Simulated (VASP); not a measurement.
Input of a VASP 6.6.1 run:

The input INCAR:

```
ALGO = Normal ; EDIFF = 1E-6
ENCUT = 520 ; GGA = PE
ISIF = 2 ; ISMEAR = 0
LASPH = True ; LCHARG = False
LREAL = False ; LWAVE = False
NBANDS = 15 ; NELM = 60
PREC = Accurate ; SIGMA = 0.05
```

KPOINTS

```
k-points
0
Gamma
  12 12 12
```

The input POSCAR:

```
CaO
1.0
    0.0000000000      2.4154225699      2.4154225699
    2.4154225699      0.0000000000      2.4154225699
    2.4154225699      2.4154225699      0.0000000000
Ca O
1 1
Direct
    0.5000000000      0.5000000000      0.5000000000
    0.0000000000      0.0000000000      0.0000000000
```

Potentials or basis: VASP PAW PBE potentials, release 64 (Ca_sv, O).

Run with:

```sh
$ cat potpaw_PBE.64/Ca_sv/POTCAR potpaw_PBE.64/O/POTCAR > POTCAR
$ mpirun -np 1 vasp_std > vasp.out
```

Question: Predict the pressure.

Answer: 0.5 GPa.

Question: Predict the band gap on the k mesh.

Answer: 3.64 eV, indirect (least direct gap 4.02 eV).

A k mesh can miss the band edges. As with any semilocal functional, this PBE gap is likely too small.
